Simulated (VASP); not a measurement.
# Sc (P6_3/mmc) in VASP: a series of runs

Sc is run at these levels: PBEsol; tasks: relaxation of cell and atoms.

Everything below comes from runs of VASP 6.6.1. Logs are shortened: lines on timing, memory, paths and dates and some standing lists are left out, and cuts for length are marked.

## 1. The cell of the first run

The structure is hexagonal, space group P6_3/mmc (No. 194). Conventional cell: a = 3.309 Å, b = 3.309 Å, c = 5.273 Å, α = 90.00°, β = 90.00°, γ = 120.00°. Sc (site symmetry -6m2) has 12 Sc at 3.26 to 3.31 Å within 4.3 Å.

## 2. Relaxation of cell and atoms, PBEsol, target pressure 2 GPa, at which the enthalpy is minimised

Contents of INCAR:

```
SYSTEM = Sc
ALGO = Normal ; EDIFF = 1E-7
EDIFFG = -0.01 ; ENCUT = 600
GGA = PS ; IBRION = 2
ISIF = 3 ; ISMEAR = -1
LASPH = .TRUE. ; LCHARG = .FALSE.
LREAL = .FALSE. ; LWAVE = .FALSE.
NELM = 100 ; NSW = 60
PREC = Accurate ; PSTRESS = 20.0
SIGMA = 0.05
```

Contents of KPOINTS:

```
k-points
0
G
  9 9 5
  0 0 0
```

Contents of POSCAR:

```
Sc
1.0
    3.3090000000      0.0000000000      0.0000000000
   -1.6545000000      2.8656780611      0.0000000000
    0.0000000000      0.0000000000      5.2733000000
Sc
2
Direct
    0.6666666667      0.3333333333      0.7500000000
    0.3333333333      0.6666666667      0.2500000000
```

Potentials or basis: VASP PAW PBE potentials, release 64 (Sc_sv).

Run with:

```sh
cat potpaw_PBE.64/Sc_sv/POTCAR > POTCAR
mpirun -np 1 vasp_std > vasp.out
```

OUTCAR:

```text
SYSTEM = Sc
   EDIFF = 1E-7
   EDIFFG = -0.01
   ENCUT = 600
   GGA = PS
   IBRION = 2
   ISIF = 3
   ISMEAR = -1
   LASPH = .TRUE.
   LREAL = .FALSE.
   NELM = 100
   NSW = 60
   PREC = Accurate
   PSTRESS = 20.0

 ion  position               nearest neighbor table
   1  0.667  0.333  0.750-   2 3.26   2 3.26   2 3.26   2 3.26   2 3.26   2 3.26
   2  0.333  0.667  0.250-   1 3.26   1 3.26   1 3.26   1 3.26   1 3.26   1 3.26

  LATTYP: Found a hexagonal cell.
 ALAT       =     3.3090000000
 C/A-ratio  =     1.5936234512

  Lattice vectors:

 A1 = (   3.3090000000,   0.0000000000,   0.0000000000)
 A2 = (  -1.6545000000,   2.8656780611,   0.0000000000)
 A3 = (   0.0000000000,   0.0000000000,   5.2733000000)

Analysis of symmetry for initial positions (statically):
=====================================================================
 Subroutine PRICEL returns:
 Original cell was already a primitive cell.

 Routine SETGRP: Setting up the symmetry group for a
 hexagonal supercell.

 Subroutine GETGRP returns: Found 24 space group operations
 (whereof 12 operations were pure point group operations)
 out of a pool of 24 trial point group operations.

The static configuration has the point symmetry D_3d.
 The point group associated with its full space group is D_6h.

Analysis of symmetry for dynamics (positions and initial velocities):
=====================================================================
 Subroutine PRICEL returns:
 Original cell was already a primitive cell.

 Routine SETGRP: Setting up the symmetry group for a
 hexagonal supercell.

 Subroutine GETGRP returns: Found 24 space group operations
 (whereof 12 operations were pure point group operations)
 out of a pool of 24 trial point group operations.

The dynamic configuration has the point symmetry D_3d.
 The point group associated with its full space group is D_6h.

 Subroutine INISYM returns: Found 24 space group operations
 (whereof 12 operations are pure point group operations),
 and found     1 'primitive' translations

----------------------------------------------------------------------------------------

                                     Primitive cell

  volume of cell :      50.0042

  direct lattice vectors                    reciprocal lattice vectors
     3.309000000  0.000000000  0.000000000     0.302206105  0.174478776  0.000000000
    -1.654500000  2.865678061  0.000000000     0.000000000  0.348957552  0.000000000
     0.000000000  0.000000000  5.273300000     0.000000000  0.000000000  0.189634574

  length of vectors
     3.309000000  3.309000000  5.273300000     0.348957552  0.348957552  0.189634574

  position of ions in fractional coordinates (direct lattice)
     0.666666667  0.333333333  0.750000000
     0.333333333  0.666666667  0.250000000

  ion indices of the primitive-cell ions
   primitive index   ion index
                 1           1
                 2           2

----------------------------------------------------------------------------------------

 KPOINTS: k-points

Automatic generation of k-mesh.
 Grid dimensions read from file:
 generate k-points for:    9    9    5

 Generating k-lattice:

  Cartesian coordinates                     Fractional coordinates (reciprocal lattice)
     0.033578456  0.019386531  0.000000000     0.111111111 -0.000000000  0.000000000
     0.000000000  0.038773061  0.000000000     0.000000000  0.111111111  0.000000000
     0.000000000  0.000000000  0.037926915     0.000000000  0.000000000  0.200000000

  Length of vectors
     0.038773061  0.038773061  0.037926915

  Shift w.r.t. Gamma in fractional coordinates (k-lattice)
     0.000000000  0.000000000  0.000000000

 Subroutine IBZKPT returns following result:
 ===========================================

 Found     36 irreducible k-points:

 Following reciprocal coordinates:
            Coordinates               Weight
  0.000000  0.000000  0.000000      1.000000
  0.111111 -0.000000  0.000000      6.000000
  0.222222  0.000000  0.000000      6.000000
  0.333333  0.000000  0.000000      6.000000
  0.444444  0.000000  0.000000      6.000000
  0.111111  0.111111  0.000000      6.000000
[... 16 lines left out ...]
  0.333333  0.222222  0.200000     24.000000
  0.333333  0.333333  0.200000      4.000000
 [... further k-points ...]
   k-points           NKPTS =     36   k-points in BZ     NKDIM =     36   number of bands    NBANDS=     15
   number of dos      NEDOS =    301   number of ions     NIONS =      2
   total plane-waves  NPLWV =  32928
   dimension x,y,z NGX =    28 NGY =   28 NGZ =   42
   dimension x,y,z NGXF=    56 NGYF=   56 NGZF=   84
   ions per type =               2
   NGX,Y,Z   is equivalent  to a cutoff of  14.07, 14.07, 13.24 a.u.
   NGXF,Y,Z  is equivalent  to a cutoff of  28.13, 28.13, 26.48 a.u.
 SYSTEM =  Sc
   PREC   = accura    normal or accurate (medium, high low for compatibility)
   ISTART =      0    job   : 0-new  1-cont  2-samecut
   ICHARG =      2    charge: 1-file 2-atom 10-const
   ISPIN  =      1    spin polarized calculation?
   LNONCOLLINEAR =      F non collinear calculations
   LSORBIT =      F    spin-orbit coupling
   LASPH  =      T    aspherical Exc in radial PAW
   ENCUT  =  600.0 eV  44.10 Ry    6.64 a.u.   6.61  6.61 10.53*2*pi/ulx,y,z
   NELM   =    100;   NELMIN=  2; NELMDL= -5     # of ELM steps
   EDIFF  = 0.1E-06   stopping-criterion for ELM
   LREAL  =      F    real-space projection
   EDIFFG = -.1E-01   stopping-criterion for IOM
   NSW    =     60    number of steps for IOM
   IBRION =      2    ionic relax: 0-MD 1-quasi-New 2-CG
   NFREE  =      1    steps in history (QN), initial steepest desc. (CG)
   ISIF   =      3    stress and relaxation
   ISYM   =      2    0-nonsym 1-usesym 2-fastsym
   POTIM  = 0.5000    time-step for ionic-motion
   TEBEG  =    0.0;   TEEND  =   0.0 temperature during run
   PSTRESS=   20.0 pullay stress
   NELECT =      22.0000    total number of electrons
   NUPDOWN=      -1.0000    fix difference up-down
   EMIN   =  10.00;   EMAX   =-10.00  energy-range for DOS
   EFERMI =   0.00;   METHOD = LEGACY
   ISMEAR =    -1;   SIGMA  =   0.05  broadening in eV -4-tet -1-fermi 0-gaus
   EFERMI_NEDOS =   21; number of points for ismear=-14 and -15
   IALGO  =     38    algorithm
   IMIX   =      4    mixing-type and parameters
     AMIX     =   0.40;   BMIX     =  1.00
     AMIX_MAG =   1.60;   BMIX_MAG =  1.00
  volume/ion in A,a.u.               =      25.00       168.72
  Fermi-wavevector in a.u.,A,eV,Ry     =   1.245127  2.352948 21.093660  1.550340
  Thomas-Fermi vector in A             =   2.379363
   LORBIT       =      0    0 simple, 1 ext, 2 COOP (PROOUT), +10 PAW based schemes
   GGA     = PS    functional components
   LHFCALC =     F    Hartree Fock is set to
   AEXX    =    0.0000 exact exchange contribution
   IVDW    =     0    specifies the selected vdW correction
   LEPSILON=     F    determine dielectric tensor
   LRPA    =     F    only Hartree local field effects (RPA)
 conjugate gradient relaxation of ions
 non-spin polarized calculation
  energy-cutoff  :      600.00
  volume of cell :       50.00
 maximum number of plane-waves:      1713
 NGX is ok and might be reduce to    28
   NGX = 13   NGY = 13   NGZ = 21

--------------------------------------- Ionic step        1  -------------------------------------------

 number of electron      22.0000001 magnetization

 Free energy of the ion-electron system (eV)
  ---------------------------------------------------
  ext. energy  EPLUGINS =         0.00000000
  ---------------------------------------------------
  free energy    TOTEN  =       -13.20024237 eV

  energy without entropy =      -13.16418914  energy(sigma->0) =      -13.18221576

 E-fermi :   3.4944     XC(G=0):  -9.9325

 val. band max:        3.4833101481   @ k =   0.3333   0.1111   0.4000
 cond. band min:       3.4971971508   @ k =   0.4444   0.1111   0.4000
 fundamental gap:      0.0138870027
 Fermi energy:         3.4944255015

 k-point     1 :       0.0000    0.0000    0.0000
  band No.  band energies     occupation
      1     -45.7532      2.00000
      2     -45.6906      2.00000
      3     -24.6509      2.00000
      4     -24.3238      2.00000
      5     -24.3238      2.00000
      6     -24.2664      2.00000
      7     -24.2664      2.00000
      8     -24.2493      2.00000
      9      -1.6186      2.00000
     10       1.8228      2.00000
     11       3.9251      0.00036
     12       5.0807      0.00000
     13       5.0807      0.00000
     14       5.1936      0.00000
     15       5.4891      0.00000
[... 557 lines left out ...]
  FREE ENERGIE OF THE ION-ELECTRON SYSTEM (eV)
  ---------------------------------------------------
  free  energy   TOTEN  =       -13.2172904634 eV

  energy  without entropy=      -13.1838830264  energy(sigma->0) =      -13.20058674

  enthalpy is  TOTEN    =       -12.6452443253 eV   P V=        0.5720461381

--------------------------------------- Ionic step        5  -------------------------------------------

 number of electron      22.0000002 magnetization

 Free energy of the ion-electron system (eV)
  ---------------------------------------------------
  ext. energy  EPLUGINS =         0.00000000
  ---------------------------------------------------
  free energy    TOTEN  =       -13.21790942 eV

  energy without entropy =      -13.18468549  energy(sigma->0) =      -13.20129746

 E-fermi :   4.0096     XC(G=0): -10.2911

 val. band max:        4.0069726151   @ k =   0.4444   0.1111   0.4000
 cond. band min:       4.0117687387   @ k =   0.3333   0.0000   0.4000
 fundamental gap:      0.0047961236
 Fermi energy:         4.0095909028

 k-point     1 :       0.0000    0.0000    0.0000
  band No.  band energies     occupation
      1     -45.0135      2.00000
      2     -44.9137      2.00000
      3     -24.0083      2.00000
      4     -23.5613      2.00000
      5     -23.5613      2.00000
      6     -23.4754      2.00000
      7     -23.4754      2.00000
      8     -23.4417      2.00000
      9      -1.2603      2.00000
     10       2.2616      2.00000
     11       4.8254      0.00000
     12       5.6766      0.00000
     13       5.6766      0.00000
     14       5.9825      0.00000
     15       6.1811      0.00000
[... 436 lines left out ...]
 POSITION                                       TOTAL-FORCE (eV/Angst)
 -----------------------------------------------------------------------------------
      1.62093      0.93585      3.77734         0.000000     -0.000000      0.000000
     -0.00000      1.87169      1.25911        -0.000000      0.000000     -0.000000
 -----------------------------------------------------------------------------------
    total drift:                               -0.000000      0.000000     -0.000000

  FREE ENERGIE OF THE ION-ELECTRON SYSTEM (eV)
  ---------------------------------------------------
  free  energy   TOTEN  =       -13.2179094218 eV

  energy  without entropy=      -13.1846854936  energy(sigma->0) =      -13.20129746

  enthalpy is  TOTEN    =       -12.6456852232 eV   P V=        0.5722241986

 reached required accuracy - stopping structural energy minimisation
```

Wall time 91 s (1 thread of AMD EPYC 7R13 (Zen 3), shared host); peak memory 0.17 GiB.

Results:

- Free energy: -13.2179 eV
- Relaxed volume: 22.92 Å³/atom
- Relaxed cell: a = 3.242 Å, b = 3.242 Å, c = 5.036 Å, α = 90.00°, β = 90.00°, γ = 120.00°
- Space group after relaxing (to 0.1 Å): P6_3/mmc (No. 194)
- Energy change on relaxing (the run minimises the enthalpy): -8.8 meV/atom
- Ionic steps: 5
- Pressure after relaxing: 2.0 GPa
- Band gap on the k mesh: zero (bands 11 and 12 overlap by 1.43 eV)

Step by step:
| step | energy change (eV) | largest force (eV/Å) | pressure (GPa) | volume (Å³) |
| --- | --- | --- | --- | --- |
| 1 | 0.0000 | 0.0000 | -2.76 | 50.00 |
| 2 | 0.0016 | 0.0000 | 3.55 | 44.82 |
| 3 | -0.0152 | 0.0000 | 2.10 | 45.81 |
| 4 | -0.0170 | 0.0000 | 2.06 | 45.83 |
| 5 | -0.0177 | 0.0000 | 2.02 | 45.84 |

Final structure:
```yaml
crystal:
  lattice:
    - [3.24187, 0.00000, 0.00000]
    - [-1.62093, 2.80754, 0.00000]
    - [0.00000, 0.00000, 5.03646]
  atoms:
    - { symbol: Sc, position: [0.66667, 0.33333, 0.75000] }
    - { symbol: Sc, position: [0.33333, 0.66667, 0.25000] }
```

Levels at points of the mesh, in eV from the Fermi level:
```tsv
k point	band 8	band 9	band 10	band 11	band 12	band 13	band 14	band 15
(0.00, 0.00, 0.00)	-27.45	-5.27	-1.75	0.82	1.67	1.67	1.97	2.17
```

Caveat: the cell is relaxed towards a set pressure, so the run minimises the enthalpy, not the energy; the PAW data sets were made with another functional, which shifts forces and pressure a little.

(Part 1 of 2 ends here.)

The gap in the log of VASP goes by the Fermi energy; the results here count the filled bands.